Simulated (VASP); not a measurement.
# PbS (Pm-3m) in VASP: notebook

Aim: see how the results for PbS move with the level of theory and the settings. Levels: r2SCAN, HSE06, PBE-based screened hybrid with 10 % exact exchange, PBE-based screened hybrid with 20 % exact exchange. Tasks: single point.

All numbers are computed with VASP 6.6.1; they aren't measurements. Logs are shortened: lines on timing, memory, paths and dates and some standing lists are left out, and cuts for length are marked.

**1. The cell of the first run**

The structure is cubic, space group Pm-3m (No. 221). The conventional cell has a = 3.635 Å, b = 3.635 Å, c = 3.635 Å, α = 90.00°, β = 90.00°, γ = 90.00°. Within 4.1 Å of Pb (site symmetry m-3m) lie 8 S at 3.15 Å and 6 Pb at 3.64 Å. S (site symmetry m-3m) has 8 Pb at 3.15 Å and 6 S at 3.64 Å within 4.1 Å.

**2. Single point, r2SCAN**

The input, POSCAR:

```
PbS
1.0
    3.6351320118      0.0000000000      0.0000000000
    0.0000000000      3.6351320118      0.0000000000
    0.0000000000      0.0000000000      3.6351320118
Pb S
1 1
Direct
    0.0000000000      0.0000000000      0.0000000000
    0.5000000000      0.5000000000      0.5000000000
```

The input, INCAR.step1:

```
SYSTEM = PbS
ALGO     = Normal         ! electronic algorithm
EDIFF    = 1E-4           ! SCF threshold, eV
ENCUT    = 520            ! plane-wave cutoff, eV
GGA      = PE             ! functional
ISMEAR   = 0              ! smearing method
LASPH    = .TRUE.         ! aspherical terms in the spheres
LCHARG   = .FALSE.        ! write CHGCAR
LREAL    = .FALSE.        ! projectors in reciprocal space
LWAVE    = .TRUE.         ! write WAVECAR
NBANDS   = 17             ! bands
NELM     = 60             ! most SCF steps
PREC     = Accurate       ! precision mode
SIGMA    = 0.2            ! smearing width, eV
```

The input, INCAR.step2:

```
SYSTEM = PbS
ALGO     = Normal         ! electronic algorithm
EDIFF    = 1E-7           ! SCF threshold, eV
ENCUT    = 520            ! plane-wave cutoff, eV
ISIF     = 2              ! what is computed and relaxed
ISMEAR   = 0              ! smearing method
ISTART   = 1            
LASPH    = .TRUE.         ! aspherical terms in the spheres
LCHARG   = .TRUE.         ! write CHGCAR
LELF     = .TRUE.         ! ELF
LMIXTAU  = .TRUE.       
LREAL    = .FALSE.        ! projectors in reciprocal space
LVHAR    = .TRUE.       
LWAVE    = .FALSE.        ! write WAVECAR
METAGGA  = R2SCAN         ! meta-GGA
NBANDS   = 17             ! bands
NELM     = 60             ! most SCF steps
PREC     = Accurate       ! precision mode
SIGMA    = 0.2            ! smearing width, eV
```

The input, KPOINTS:

```
k-points
0
G
  6 6 6
  0 0 0
```

Potentials or basis: VASP PAW PBE potentials, release 64 (Pb_d, S).

Started as:

```
$ cat potpaw_PBE.64/Pb_d/POTCAR potpaw_PBE.64/S/POTCAR > POTCAR
$ cp INCAR.step1 INCAR
$ mpirun -np 1 vasp_std > vasp.out
$ cp INCAR.step2 INCAR
$ mpirun -np 1 vasp_std > vasp.out
```

OUTCAR:

```text
SYSTEM = PbS
   EDIFF = 1E-7
   ENCUT = 520
   ISIF = 2
   ISMEAR = 0
   ISTART = 1
   LASPH = .TRUE.
   LREAL = .FALSE.
   METAGGA = R2SCAN
   NELM = 60
   PREC = Accurate

 ion  position               nearest neighbor table
   1  0.000  0.000  0.000-   2 3.15   2 3.15   2 3.15   2 3.15   2 3.15   2 3.15   2 3.15   2 3.15

   2  0.500  0.500  0.500-   1 3.15   1 3.15   1 3.15   1 3.15   1 3.15   1 3.15   1 3.15   1 3.15

  LATTYP: Found a simple cubic cell.
 ALAT       =     3.6351320118

  Lattice vectors:

 A1 = (   3.6351320118,   0.0000000000,   0.0000000000)
 A2 = (   0.0000000000,   3.6351320118,   0.0000000000)
 A3 = (   0.0000000000,   0.0000000000,   3.6351320118)

Analysis of symmetry for initial positions (statically):
=====================================================================
 Subroutine PRICEL returns:
 Original cell was already a primitive cell.

 Routine SETGRP: Setting up the symmetry group for a
 simple cubic supercell.

 Subroutine GETGRP returns: Found 48 space group operations
 (whereof 48 operations were pure point group operations)
 out of a pool of 48 trial point group operations.

The static configuration has the point symmetry O_h .

Analysis of symmetry for dynamics (positions and initial velocities):
=====================================================================
 Subroutine PRICEL returns:
 Original cell was already a primitive cell.

 Routine SETGRP: Setting up the symmetry group for a
 simple cubic supercell.

 Subroutine GETGRP returns: Found 48 space group operations
 (whereof 48 operations were pure point group operations)
 out of a pool of 48 trial point group operations.

The dynamic configuration has the point symmetry O_h .

 Subroutine INISYM returns: Found 48 space group operations
 (whereof 48 operations are pure point group operations),
 and found     1 'primitive' translations

----------------------------------------------------------------------------------------

                                     Primitive cell

  volume of cell :      48.0353

  direct lattice vectors                    reciprocal lattice vectors
     3.635132012  0.000000000  0.000000000     0.275093173  0.000000000  0.000000000
     0.000000000  3.635132012  0.000000000     0.000000000  0.275093173  0.000000000
     0.000000000  0.000000000  3.635132012     0.000000000  0.000000000  0.275093173

  length of vectors
     3.635132012  3.635132012  3.635132012     0.275093173  0.275093173  0.275093173

  position of ions in fractional coordinates (direct lattice)
     0.000000000  0.000000000  0.000000000
     0.500000000  0.500000000  0.500000000

  ion indices of the primitive-cell ions
   primitive index   ion index
                 1           1
                 2           2

----------------------------------------------------------------------------------------

 KPOINTS: k-points

Automatic generation of k-mesh.
 Grid dimensions read from file:
 generate k-points for:    6    6    6

 Generating k-lattice:

  Cartesian coordinates                     Fractional coordinates (reciprocal lattice)
     0.045848862  0.000000000  0.000000000     0.166666667  0.000000000  0.000000000
     0.000000000  0.045848862  0.000000000     0.000000000  0.166666667  0.000000000
     0.000000000  0.000000000  0.045848862     0.000000000  0.000000000  0.166666667

  Length of vectors
     0.045848862  0.045848862  0.045848862

  Shift w.r.t. Gamma in fractional coordinates (k-lattice)
     0.000000000  0.000000000  0.000000000

 Subroutine IBZKPT returns following result:
 ===========================================

 Found     20 irreducible k-points:

 Following reciprocal coordinates:
            Coordinates               Weight
  0.000000  0.000000  0.000000      1.000000
  0.166667  0.000000  0.000000      6.000000
  0.333333  0.000000  0.000000      6.000000
  0.500000  0.000000  0.000000      3.000000
  0.166667  0.166667  0.000000     12.000000
  0.333333  0.166667  0.000000     24.000000
[... 12 lines left out ...]
  0.500000  0.500000  0.333333      6.000000
  0.500000  0.500000  0.500000      1.000000
   k-points           NKPTS =     20   k-points in BZ     NKDIM =     20   number of bands    NBANDS=     17
   number of dos      NEDOS =    301   number of ions     NIONS =      2
   total plane-waves  NPLWV =  21952
   dimension x,y,z NGX =    28 NGY =   28 NGZ =   28
   dimension x,y,z NGXF=    56 NGYF=   56 NGZF=   56
   ions per type =               1   1
   NGX,Y,Z   is equivalent  to a cutoff of  12.81, 12.81, 12.81 a.u.
   NGXF,Y,Z  is equivalent  to a cutoff of  25.61, 25.61, 25.61 a.u.
 SYSTEM =  PbS
   PREC   = accura    normal or accurate (medium, high low for compatibility)
   ISTART =      1    job   : 0-new  1-cont  2-samecut
   ICHARG =      0    charge: 1-file 2-atom 10-const
   ISPIN  =      1    spin polarized calculation?
   LNONCOLLINEAR =      F non collinear calculations
   LSORBIT =      F    spin-orbit coupling
   LASPH  =      T    aspherical Exc in radial PAW
   ENCUT  =  520.0 eV  38.22 Ry    6.18 a.u.   6.76  6.76  6.76*2*pi/ulx,y,z
   NELM   =     60;   NELMIN=  2; NELMDL=  0     # of ELM steps
   EDIFF  = 0.1E-06   stopping-criterion for ELM
   LREAL  =      F    real-space projection
   EDIFFG = 0.1E-05   stopping-criterion for IOM
   NSW    =      0    number of steps for IOM
   IBRION =     -1    ionic relax: 0-MD 1-quasi-New 2-CG
   NFREE  =      0    steps in history (QN), initial steepest desc. (CG)
   ISIF   =      2    stress and relaxation
   ISYM   =      2    0-nonsym 1-usesym 2-fastsym
   POTIM  = 0.5000    time-step for ionic-motion
   TEBEG  =    0.0;   TEEND  =   0.0 temperature during run
   PSTRESS=    0.0 pullay stress
   NELECT =      20.0000    total number of electrons
   NUPDOWN=      -1.0000    fix difference up-down
   EMIN   =  10.00;   EMAX   =-10.00  energy-range for DOS
   EFERMI =   0.00;   METHOD = LEGACY
   ISMEAR =     0;   SIGMA  =   0.20  broadening in eV -4-tet -1-fermi 0-gaus
   EFERMI_NEDOS =   21; number of points for ismear=-14 and -15
   IALGO  =     38    algorithm
   IMIX   =      4    mixing-type and parameters
     AMIX     =   0.40;   BMIX     =  1.00
     AMIX_MAG =   1.60;   BMIX_MAG =  1.00
  volume/ion in A,a.u.               =      24.02       162.08
  Fermi-wavevector in a.u.,A,eV,Ry     =   1.222451  2.310097 20.332348  1.494385
  Thomas-Fermi vector in A             =   2.357597
   LORBIT       =      0    0 simple, 1 ext, 2 COOP (PROOUT), +10 PAW based schemes
   METAGGA = R2SCAN    functional components
   LHFCALC =     F    Hartree Fock is set to
   AEXX    =    0.0000 exact exchange contribution
   IVDW    =     0    specifies the selected vdW correction
   LEPSILON=     F    determine dielectric tensor
   LRPA    =     F    only Hartree local field effects (RPA)
 non-spin polarized calculation
 Gauss-broadening in eV      SIGMA  =   0.20
  energy-cutoff  :      520.00
  volume of cell :       48.04
 maximum number of plane-waves:      1328
 NGX is ok and might be reduce to    28
   NGX = 13   NGY = 13   NGZ = 13

 number of electron      19.9999994 magnetization

 Free energy of the ion-electron system (eV)
  ---------------------------------------------------
  ext. energy  EPLUGINS =         0.00000000
  ---------------------------------------------------
  free energy    TOTEN  =       -65.08260220 eV

  energy without entropy =      -65.07770108  energy(sigma->0) =      -65.08015164

 E-fermi :   6.2298     XC(G=0): -10.7847

 val. band max:        6.1649168650   @ k =   0.1667   0.1667   0.1667
 cond. band min:       6.6297735946   @ k =   0.5000   0.3333   0.3333
 fundamental gap:      0.4648567295
 Fermi energy:         6.2297914551

 k-point     1 :       0.0000    0.0000    0.0000
  band No.  band energies     occupation
      1     -11.4250      2.00000
      2     -11.4250      2.00000
      3     -11.2015      2.00000
      4     -11.2015      2.00000
      5     -11.2015      2.00000
      6      -7.6188      2.00000
[... 9 lines left out ...]
     16      19.5561      0.00000
     17      19.5561      0.00000

 k-point     2 :       0.1667    0.0000    0.0000
  band No.  band energies     occupation
      1     -11.4225      2.00000
      2     -11.3840      2.00000
      3     -11.2169      2.00000
      4     -11.2169      2.00000
      5     -11.1999      2.00000
      6      -7.3762      2.00000
[... 9 lines left out ...]
     16      19.4233      0.00000
     17      19.4442      0.00000

 k-point     3 :       0.3333    0.0000    0.0000
  band No.  band energies     occupation
      1     -11.4174      2.00000
      2     -11.3027      2.00000
      3     -11.2477      2.00000
      4     -11.2477      2.00000
      5     -11.1967      2.00000
      6      -6.7457      2.00000
[... 9 lines left out ...]
     16      17.3194      0.00000
     17      19.5274      0.00000

 k-point     4 :       0.5000    0.0000    0.0000
  band No.  band energies     occupation
      1     -11.4148      2.00000
      2     -11.2629      2.00000
      3     -11.2629      2.00000
      4     -11.2622      2.00000
      5     -11.1952      2.00000
      6      -6.2798      2.00000
[... 9 lines left out ...]
     16      19.5172      0.00000
     17      21.1059      0.00000
[... 263 lines left out ...]
      1     -11.3355      2.00000
      2     -11.3165      2.00000
      3     -11.2950      2.00000
      4     -11.2195      2.00000
      5     -11.1756      2.00000
      6      -5.3918      2.00000
[... 9 lines left out ...]
     16      18.9185      0.00000
     17      22.6930      0.00000

 k-point    19 :       0.5000    0.5000    0.3333
  band No.  band energies     occupation
      1     -11.3494      2.00000
      2     -11.3139      2.00000
      3     -11.3139      2.00000
      4     -11.1969      2.00000
      5     -11.1511      2.00000
      6      -5.2813      2.00000
[... 9 lines left out ...]
     16      19.9151      0.00000
     17      23.1875      0.00000

 k-point    20 :       0.5000    0.5000    0.5000
  band No.  band energies     occupation
      1     -11.3346      2.00000
      2     -11.3346      2.00000
      3     -11.3346      2.00000
      4     -11.1503      2.00000
      5     -11.1503      2.00000
      6      -5.2161      2.00000
[... 9 lines left out ...]
     16      21.0969      0.00000
     17      23.3572      0.00000

------------------------ aborting loop because EDIFF is reached ----------------------------------------

  FORCE on cell =-STRESS in cart. coord.  units (eV):
  Direction    XX          YY          ZZ          XY          YZ          ZX
  --------------------------------------------------------------------------------------
  -------------------------------------------------------------------------------------
  Total       -0.0108986     -0.0108986     -0.0108986      0.0000000     -0.0000000      0.0000000
  in kB       -0.3635131     -0.3635131     -0.3635131      0.0000000     -0.0000000      0.0000000
  external PRESSURE =      -0.3635131 kB  Pullay stress =       0.0000000 kB

 VOLUME and BASIS-vectors are now :
 -----------------------------------------------------------------------------
  energy-cutoff  :      520.00
  volume of cell :       48.04
      direct lattice vectors                 reciprocal lattice vectors
     3.635132012  0.000000000  0.000000000     0.275093173  0.000000000  0.000000000
     0.000000000  3.635132012  0.000000000     0.000000000  0.275093173  0.000000000
     0.000000000  0.000000000  3.635132012     0.000000000  0.000000000  0.275093173

 POSITION                                       TOTAL-FORCE (eV/Angst)
 -----------------------------------------------------------------------------------
      0.00000      0.00000      0.00000         0.000000      0.000000      0.000000
      1.81757      1.81757      1.81757         0.000000      0.000000      0.000000
 -----------------------------------------------------------------------------------
    total drift:                               -0.000000      0.000000      0.000000

  FREE ENERGIE OF THE ION-ELECTRON SYSTEM (eV)
  ---------------------------------------------------
  free  energy   TOTEN  =       -65.0826021978 eV

  energy  without entropy=      -65.0777010776  energy(sigma->0) =      -65.08015164
```

Wall time 39 s (1 thread of Intel Xeon Platinum 8488C (Sapphire Rapids), shared host); peak memory 0.16 GiB.

Results:

```
Free energy            : -65.0826 eV
Pressure               : 0.0 GPa
Band gap on the k mesh : zero (bands 10 and 11 overlap by 0.31 eV)
```

Levels at points of the mesh, in eV from the Fermi level:
| k point | band 6 | band 7 | band 8 | band 9 | band 10 | band 11 | band 12 | band 13 | band 14 | band 15 |
| --- | --- | --- | --- | --- | --- | --- | --- | --- | --- | --- |
| (0.00, 0.00, 0.00) | -13.85 | -6.88 | -1.79 | -1.79 | -1.79 | 5.91 | 5.91 | 6.96 | 6.96 | 6.96 |
| (0.50, 0.00, 0.00) | -12.51 | -9.38 | -0.62 | -0.62 | -0.16 | 0.61 | 4.16 | 4.16 | 7.15 | 9.94 |
| (0.50, 0.50, 0.00) | -11.69 | -7.52 | -4.70 | -4.70 | -0.42 | 4.53 | 4.53 | 6.24 | 7.79 | 9.96 |
| (0.50, 0.50, 0.50) | -11.45 | -6.18 | -2.60 | -2.60 | -2.60 | -0.37 | -0.37 | -0.37 | 14.87 | 14.87 |

Caveat: the structure was generated, so it needn't be the stable form of PbS; semilocal functionals underestimate gaps, and a narrow one can read as zero; the PAW data sets were made with another functional, which shifts forces and pressure a little; spin-orbit coupling is left out, which moves the levels of the heavy elements.

**3. Single point, r2SCAN**

POSCAR is that of step 2.

The input, INCAR.step1:

```
SYSTEM = PbS
PREC     = Accurate       ! precision mode
ENCUT    = 520            ! plane-wave cutoff, eV
ISMEAR   = -1             ! smearing method
SIGMA    = 0.02           ! smearing width, eV
LREAL    = .False.        ! projectors in reciprocal space
LASPH    = .True.         ! aspherical terms in the spheres
NELM     = 80             ! most SCF steps
ISYM     = 0            
NBANDS   = 17             ! bands
GGA      = PE             ! functional
ALGO     = Normal         ! electronic algorithm
EDIFF    = 1E-4           ! SCF threshold, eV
LWAVE    = .True.         ! write WAVECAR
LCHARG   = .False.        ! write CHGCAR
```

The input, INCAR.step2:

```
SYSTEM = PbS
PREC     = Accurate       ! precision mode
ENCUT    = 520            ! plane-wave cutoff, eV
EDIFF    = 1E-6           ! SCF threshold, eV
ISMEAR   = -1             ! smearing method
SIGMA    = 0.02           ! smearing width, eV
LREAL    = .False.        ! projectors in reciprocal space
LASPH    = .True.         ! aspherical terms in the spheres
NELM     = 80             ! most SCF steps
ALGO     = Normal         ! electronic algorithm
ISIF     = 2              ! what is computed and relaxed
LWAVE    = .False.        ! write WAVECAR
LCHARG   = .False.        ! write CHGCAR
METAGGA  = R2SCAN         ! meta-GGA
LMIXTAU  = .True.       
ISYM     = 0            
NBANDS   = 17             ! bands
ISTART   = 1
```

The input, KPOINTS:

```
Automatic mesh
0
Gamma
  8 8 1
  0 0 0
```

Potentials or basis: VASP PAW PBE potentials, release 64 (Pb_d, S).

Started as:

```
$ cat potpaw_PBE.64/Pb_d/POTCAR potpaw_PBE.64/S/POTCAR > POTCAR
$ cp INCAR.step1 INCAR
$ mpirun -np 1 vasp_std > vasp.out
$ cp INCAR.step2 INCAR
$ mpirun -np 1 vasp_std > vasp.out
```

Run time: 56 s. Hardware: 1 thread of Intel Xeon Platinum 8488C (Sapphire Rapids), shared host; peak memory 0.17 GiB.

The run converged, but its numbers aren't listed here, since they failed a check.

Caveat: the k points lie up to 1.73 Å⁻¹ apart, too coarse for converged energies, forces and pressures; the structure was generated, so it needn't be the stable form of PbS; the PAW data sets were made with another functional, which shifts forces and pressure a little; spin-orbit coupling is left out, which moves the levels of the heavy elements.

**4. Single point, r2SCAN, collinear spin, zero start**

POSCAR is that of step 3.

The input, INCAR.step1:

```
PREC = Accurate ; ENCUT = 520
ISMEAR = -1 ; SIGMA = 0.02
LREAL = False ; LASPH = True
NELM = 150 ; ISPIN = 2
MAGMOM = 0 0 ; NBANDS = 21
GGA = PE ; ALGO = Normal
EDIFF = 1E-4 ; LWAVE = True
LCHARG = False
```

The input, INCAR.step2:

```
PREC = Accurate ; ENCUT = 520
EDIFF = 1E-6 ; ISMEAR = -1
SIGMA = 0.02 ; LREAL = False
LASPH = True ; NELM = 150
ALGO = Normal ; ISIF = 2
LWAVE = False ; LCHARG = False
ISPIN = 2 ; MAGMOM = 0 0
LORBIT = 11 ; METAGGA = R2SCAN
LMIXTAU = True ; NBANDS = 21
ISTART = 1
```

The input, KPOINTS:

```
Automatic mesh
0
Gamma
  6 6 6
```

Started as:

```
$ cat potpaw_PBE.64/Pb_d/POTCAR potpaw_PBE.64/S/POTCAR > POTCAR
$ cp INCAR.step1 INCAR
$ mpirun -np 1 vasp_std > vasp.out
$ cp INCAR.step2 INCAR
$ mpirun -np 1 vasp_std > vasp.out
```

Run time: 68 s. Hardware: 1 thread of Intel Xeon Platinum 8488C (Sapphire Rapids), shared host; peak memory 0.19 GiB.

Results (log left out):

```yaml
Free_energy: -65.0793 eV
Pressure: 0.0 GPa
Band_gap_on_the_k_mesh: zero (filled and empty bands overlap)
Net_moment: 0.00 μB per cell
Valence_electrons_inside_the_program's_atomic_spheres: Pb 11.77; S 3.69
```

Levels at points of the mesh, in eV from the Fermi level:
Spin up:
| k point | band 8 | band 9 | band 10 | band 11 | band 12 | band 13 |
| --- | --- | --- | --- | --- | --- | --- |
| (0.00, 0.00, 0.00) | -1.73 | -1.73 | -1.73 | 5.96 | 5.96 | 7.02 |
| (0.50, 0.00, 0.00) | -0.56 | -0.56 | -0.10 | 0.67 | 4.21 | 4.21 |
| (0.50, 0.50, 0.00) | -4.64 | -4.64 | -0.36 | 4.59 | 4.59 | 6.30 |
| (0.50, 0.50, 0.50) | -2.55 | -2.55 | -2.55 | -0.32 | -0.32 | -0.32 |
Spin down:
| k point | band 8 | band 9 | band 10 | band 11 | band 12 | band 13 |
| --- | --- | --- | --- | --- | --- | --- |
| (0.00, 0.00, 0.00) | -1.73 | -1.73 | -1.73 | 5.96 | 5.96 | 7.02 |
| (0.50, 0.00, 0.00) | -0.56 | -0.56 | -0.10 | 0.67 | 4.21 | 4.21 |
| (0.50, 0.50, 0.00) | -4.64 | -4.64 | -0.36 | 4.59 | 4.59 | 6.30 |
| (0.50, 0.50, 0.50) | -2.55 | -2.55 | -2.55 | -0.32 | -0.32 | -0.32 |

Caveat: the structure was generated, so it needn't be the stable form of PbS; semilocal functionals underestimate gaps, and a narrow one can read as zero; the PAW data sets were made with another functional, which shifts forces and pressure a little; spin-orbit coupling is left out, which moves the levels of the heavy elements.

[end of part 1 of 2]

The gap in the log of VASP goes by the Fermi energy; the results here count the filled bands.